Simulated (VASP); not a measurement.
# GaSb (Cmcm) in VASP: single point with PBE

Aim: the single point of GaSb with PBE.

Program: VASP 6.6.1. These are calculated values, not measurements. Logs are shortened: lines on timing, memory, paths and dates and some standing lists are left out, and cuts for length are marked.

## (1) The cell of the first run

The structure is orthorhombic, space group Cmcm (No. 63). Conventional cell: a = 3.211 Å, b = 7.720 Å, c = 7.783 Å, α = 90.00°, β = 90.00°, γ = 90.00°. Ga (site symmetry 2/m) has 6 Sb at 2.88 to 3.06 Å and 4 Ga at 3.21 to 3.89 Å within 3.9 Å. Sb (site symmetry m2m) has 6 Ga at 2.88 to 3.06 Å and 2 Sb at 3.21 Å within 3.8 Å.

The cell was generated, and may not be a known phase.

## (2) Single point, PBE

INCAR

```
ALGO = Normal
EDIFF = 1E-6
ENCUT = 500
GGA = PE
GGA_COMPAT = False
ISIF = 2
ISMEAR = 0
LASPH = True
LCHARG = False
LREAL = False
LWAVE = False
NBANDS = 26
NELM = 120
PREC = Accurate
SIGMA = 0.1
```

KPOINTS

```
k-points
0
Gamma
  12 12 6
```

POSCAR

```
GaSb
1.0
    1.6053334630     -3.8600954808      0.0000000000
    1.6053334630      3.8600954808      0.0000000000
    0.0000000000      0.0000000000      7.7829430346
Ga Sb
2 2
Direct
    0.0000000000      0.0000000000      0.5000000000
    0.0000000000      0.0000000000      0.0000000000
    0.7254089954      0.2745910046      0.2500000000
    0.2745910046      0.7254089954      0.7500000000
```

Potentials or basis: VASP PAW PBE potentials, release 64 (Ga_d, Sb).

Launch:

```
> cat potpaw_PBE.64/Ga_d/POTCAR potpaw_PBE.64/Sb/POTCAR > POTCAR
> mpirun -np 1 vasp_std > vasp.out
```

OUTCAR:

```text
EDIFF = 1E-6
   ENCUT = 500
   GGA = PE
   ISIF = 2
   ISMEAR = 0
   LASPH = True
   LREAL = False
   NELM = 120
   PREC = Accurate

 ion  position               nearest neighbor table
   1  0.000  0.000  0.500-   3 2.88   4 2.88   3 3.06   4 3.06   3 3.06   4 3.06
   2  0.000  0.000  0.000-   3 2.88   4 2.88   3 3.06   4 3.06   3 3.06   4 3.06
   3  0.725  0.275  0.250-   1 2.88   2 2.88   1 3.06   2 3.06   1 3.06   2 3.06
   4  0.275  0.725  0.750-   1 2.88   2 2.88   1 3.06   2 3.06   1 3.06   2 3.06

  LATTYP: Found a base centered orthorhombic cell.
 ALAT       =     3.2106669260
 B/A-ratio  =     2.4045443329
 C/A-ratio  =     2.4240892045

  Lattice vectors:

 A1 = (   1.6053334630,  -3.8600954808,   0.0000000000)
 A2 = (   1.6053334630,   3.8600954808,   0.0000000000)
 A3 = (   0.0000000000,   0.0000000000,   7.7829430346)

Analysis of symmetry for initial positions (statically):
=====================================================================
 Subroutine PRICEL returns:
 Original cell was already a primitive cell.

 Routine SETGRP: Setting up the symmetry group for a
 base centered orthorhombic supercell.

 Subroutine GETGRP returns: Found  8 space group operations
 (whereof  4 operations were pure point group operations)
 out of a pool of  8 trial point group operations.

The static configuration has the point symmetry C_2h.
 The point group associated with its full space group is D_2h.

Analysis of symmetry for dynamics (positions and initial velocities):
=====================================================================
 Subroutine PRICEL returns:
 Original cell was already a primitive cell.

 Routine SETGRP: Setting up the symmetry group for a
 base centered orthorhombic supercell.

 Subroutine GETGRP returns: Found  8 space group operations
 (whereof  4 operations were pure point group operations)
 out of a pool of  8 trial point group operations.

The dynamic configuration has the point symmetry C_2h.
 The point group associated with its full space group is D_2h.

 Subroutine INISYM returns: Found  8 space group operations
 (whereof  4 operations are pure point group operations),
 and found     1 'primitive' translations

----------------------------------------------------------------------------------------

                                     Primitive cell

[... 86 lines left out ...]
   ISTART =      0    job   : 0-new  1-cont  2-samecut
   ICHARG =      2    charge: 1-file 2-atom 10-const
   ISPIN  =      1    spin polarized calculation?
   LNONCOLLINEAR =      F non collinear calculations
   LSORBIT =      F    spin-orbit coupling
   LASPH  =      T    aspherical Exc in radial PAW
   ENCUT  =  500.0 eV  36.75 Ry    6.06 a.u.   7.62  7.62 14.19*2*pi/ulx,y,z
   NELM   =    120;   NELMIN=  2; NELMDL= -5     # of ELM steps
   EDIFF  = 0.1E-05   stopping-criterion for ELM
   LREAL  =      F    real-space projection
   EDIFFG = 0.1E-04   stopping-criterion for IOM
   NSW    =      0    number of steps for IOM
   IBRION =     -1    ionic relax: 0-MD 1-quasi-New 2-CG
   NFREE  =      0    steps in history (QN), initial steepest desc. (CG)
   ISIF   =      2    stress and relaxation
   ISYM   =      2    0-nonsym 1-usesym 2-fastsym
   POTIM  = 0.5000    time-step for ionic-motion
   TEBEG  =    0.0;   TEEND  =   0.0 temperature during run
   PSTRESS=    0.0 pullay stress
   NELECT =      36.0000    total number of electrons
   NUPDOWN=      -1.0000    fix difference up-down
   EMIN   =  10.00;   EMAX   =-10.00  energy-range for DOS
   EFERMI =   0.00;   METHOD = LEGACY
   ISMEAR =     0;   SIGMA  =   0.10  broadening in eV -4-tet -1-fermi 0-gaus
   EFERMI_NEDOS =   21; number of points for ismear=-14 and -15
   IALGO  =     38    algorithm
   IMIX   =      4    mixing-type and parameters
     AMIX     =   0.40;   BMIX     =  1.00
     AMIX_MAG =   1.60;   BMIX_MAG =  1.00
  volume/ion in A,a.u.               =      24.11       162.73
  Fermi-wavevector in a.u.,A,eV,Ry     =   1.178682  2.227386 18.902452  1.389291
  Thomas-Fermi vector in A             =   2.315006
   LORBIT       =      0    0 simple, 1 ext, 2 COOP (PROOUT), +10 PAW based schemes
   GGA     = PE    functional components
   LHFCALC =     F    Hartree Fock is set to
   AEXX    =    0.0000 exact exchange contribution
   IVDW    =     0    specifies the selected vdW correction
   LEPSILON=     F    determine dielectric tensor
   LRPA    =     F    only Hartree local field effects (RPA)
 non-spin polarized calculation
 Gauss-broadening in eV      SIGMA  =   0.10
  energy-cutoff  :      500.00
  volume of cell :       96.46
 maximum number of plane-waves:      2471
   NGX = 15   NGY = 15   NGZ = 29

 number of electron      35.9999989 magnetization

 Free energy of the ion-electron system (eV)
  ---------------------------------------------------
  ext. energy  EPLUGINS =         0.00000000
  ---------------------------------------------------
  free energy    TOTEN  =       -13.92937316 eV

  energy without entropy =      -13.92071943  energy(sigma->0) =      -13.92504629

 E-fermi :   6.5648     XC(G=0): -10.2440

 val. band max:        6.5545918386   @ k =   0.5000   0.0833   0.3333
 cond. band min:       6.5660653277   @ k =   0.1667   0.0833   0.1667
 fundamental gap:      0.0114734891
 Fermi energy:         6.5647753564

 k-point     1 :       0.0000    0.0000    0.0000
  band No.  band energies     occupation
      1      -8.3815      2.00000
      2      -8.3667      2.00000
      3      -8.3179      2.00000
      4      -8.2987      2.00000
      5      -8.2955      2.00000
      6      -8.2954      2.00000
[... 685 lines left out ...]
     25      13.2767      0.00000
     26      13.2867      0.00000

 [... further k-points ...]
[... 5 lines left out ...]
  --------------------------------------------------------------------------------------
  -------------------------------------------------------------------------------------
  Total       -0.0299609     -0.0103777     -0.0148613      0.0000000     -0.0000000      0.0000000
  in kB       -0.4976551     -0.1723744     -0.2468483      0.0000000     -0.0000000      0.0000000
  external PRESSURE =      -0.3056260 kB  Pullay stress =       0.0000000 kB

 VOLUME and BASIS-vectors are now :
 -----------------------------------------------------------------------------
  energy-cutoff  :      500.00
  volume of cell :       96.46
      direct lattice vectors                 reciprocal lattice vectors
     1.605333463 -3.860095481  0.000000000     0.311461769 -0.129530475  0.000000000
     1.605333463  3.860095481  0.000000000     0.311461769  0.129530475  0.000000000
     0.000000000  0.000000000  7.782943035     0.000000000  0.000000000  0.128486100

 POSITION                                       TOTAL-FORCE (eV/Angst)
 -----------------------------------------------------------------------------------
      0.00000      0.00000      3.89147         0.000000     -0.000000     -0.000000
      0.00000      0.00000      0.00000         0.000000      0.000000     -0.000000
      1.60533     -1.74020      1.94574         0.000000      0.005124      0.000000
      1.60533      1.74020      5.83721         0.000000     -0.005124     -0.000000
 -----------------------------------------------------------------------------------
    total drift:                                0.000000     -0.000000     -0.000000

  FREE ENERGIE OF THE ION-ELECTRON SYSTEM (eV)
  ---------------------------------------------------
  free  energy   TOTEN  =       -13.9293731550 eV

  energy  without entropy=      -13.9207194315  energy(sigma->0) =      -13.92504629
```

Run time: 6.8 min. Hardware: 1 thread of Oxide Virtual Turin-like, shared host; peak memory 0.45 GiB.

What came out:

* Free energy: -13.9294 eV
* Pressure: 0.0 GPa
* Largest force: 0.005 eV/Å
* Band gap on the k mesh: zero (bands 18 and 19 overlap by 4.12 eV)

Forces on the atoms (eV/Å):
```
Ga   0.000  0.000  0.000
Ga   0.000  0.000  0.000
Sb   0.000  0.005  0.000
Sb   0.000 -0.005  0.000
```

Caveat: spin-orbit coupling is left out, which moves the levels of the heavy elements.
